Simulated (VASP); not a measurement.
Crystal: NiO2.

```
CELL_PARAMETERS angstrom
2.81210 0.00000 0.00000
-1.40605 2.43535 0.00000
0.00000 0.00000 4.92722
ATOMIC_POSITIONS crystal
Ni 0.00000 0.00000 0.50000
O 0.66667 0.33333 0.69121
O 0.33333 0.66667 0.30879
```

This cell differs from its parent crystal: volume scaled by 1.03.

| Quantity | Value |
| --- | --- |
| Program | VASP 6.6.1 |
| Task | relaxation of shape and atoms at fixed volume |
| Functional | PBEsol |
| Potentials or basis | VASP PAW PBE potentials, release 64 (Ni, O) |
| Cutoff | 600 eV |
| k mesh | 12 × 12 × 6 |
| Occupations | gaussian, width 0.02 eV |
| Spin | no spin polarisation |

At the start: pressure -4.8 GPa; volume 11.25 Å³/atom.

Task: Where does the relaxation end?

Result: Over 5 steps the energy falls by 4.0 meV/atom; space group P-3m1 (No. 164, to 0.05 Å).

The path:
```csv
step,energy change (eV),largest force (eV/Å),pressure (GPa),volume (Å³)
1,0.0000,0.3448,-4.81,33.74
2,-0.0089,0.0662,-2.35,33.74
3,-0.0098,0.0605,-1.17,33.74
4,-0.0116,0.0286,-0.67,33.74
5,-0.0120,0.0063,-0.34,33.74
```

Final structure:
```
CELL_PARAMETERS angstrom
2.78883 0.00000 0.00000
-1.39442 2.41520 0.00000
0.00000 0.00000 5.00978
ATOMIC_POSITIONS crystal
Ni 0.00000 0.00000 0.50000
O 0.66667 0.33333 0.68639
O 0.33333 0.66667 0.31361
```

Caveat: the cell differs from its parent crystal (volume scaled by 1.03); the PAW data sets were made with another functional, which shifts forces and pressure a little.
